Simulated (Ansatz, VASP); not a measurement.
## Two plane-wave programs on InSb3

Contents of INCAR:

```
PREC = Accurate ; ENCUT = 500
EDIFF = 1E-6 ; ISMEAR = 0
SIGMA = 0.15 ; LREAL = F
LASPH = T ; NELM = 120
ALGO = Normal ; ISIF = 2
LWAVE = F ; LCHARG = T
GGA = PS ; LELF = T
LVHAR = T ; NBANDS = 22
GGA_COMPAT = F
```

Contents of KPOINTS:

```
regular mesh
0
Gamma
  10 10 10
```

POSCAR

```
InSb3
1.0
    4.7282366893      0.0000000000      0.0000000000
    0.0000000000      4.7282366893      0.0000000000
    0.0000000000      0.0000000000      4.7282366893
In Sb
1 3
Direct
    0.0000000000      0.0000000000      0.0000000000
    0.5761383204      0.0000000000      0.5000000000
    0.0000000000      0.5000000000      0.5000000000
    0.5000000000      0.5000000000      0.0000000000
```

Input for Ansatz:

```yaml
crystal:
  lattice:
    - [4.7282366893, 0.0, 0.0]
    - [0.0, 4.7282366893, 0.0]
    - [0.0, 0.0, 4.7282366893]
  atoms:
    - { symbol: In, position: [0.0, 0.0, 0.0] }
    - { symbol: Sb, position: [0.5761383204, 0.0, 0.5] }
    - { symbol: Sb, position: [0.0, 0.5, 0.5] }
    - { symbol: Sb, position: [0.5, 0.5, 0.0] }
basis:
  ecutwfc: 420
kpoints:
  mp_grid: { grid: [10, 10, 10] }
hamiltonian:
  xc: pbesol
scf:
  occupations: { method: gaussian, width: 0.15 }
output:
  forces: true
  stress: true
  eigenvalues: true
```

Alike in both runs: task single point; functional PBEsol; k mesh 10 × 10 × 10; occupations gaussian, width 0.15 eV; no spin polarisation.

```csv
,VASP,Ansatz
version,VASP 6.6.1,Ansatz 0.2.0
potentials or method,"VASP PAW PBE potentials, release 64 (In_d, Sb), cutoff 500 eV","scalar-relativistic, plane waves, PAW"
valence electrons in the cell,28,58
```

Ansatz gave:

- gap on the k mesh at the Fermi level (eV): none
- pressure (GPa): 1.0
- traceless stress, the component that is largest in VASP (GPa): -0.67
- rms of the force components (eV/Å): 0.227

Problem. What did VASP give for the same quantities?

Solution. gap on the k mesh at the Fermi level (eV): none; pressure (GPa): 1.1; traceless stress, the component that is largest in VASP (GPa): -0.67; rms of the force components (eV/Å): 0.232.

VASP's potentials were made for PBE, not for PBEsol. Atom by atom the forces differ by 0.006 eV/Å (rms over components). A gap of «none» marks a metal or a gap that the smearing closes. VASP's potentials hold 28 valence electrons a cell and Ansatz's 58, so a difference there can come from the potentials and not from the codes.

Neither program's run includes spin-orbit coupling.
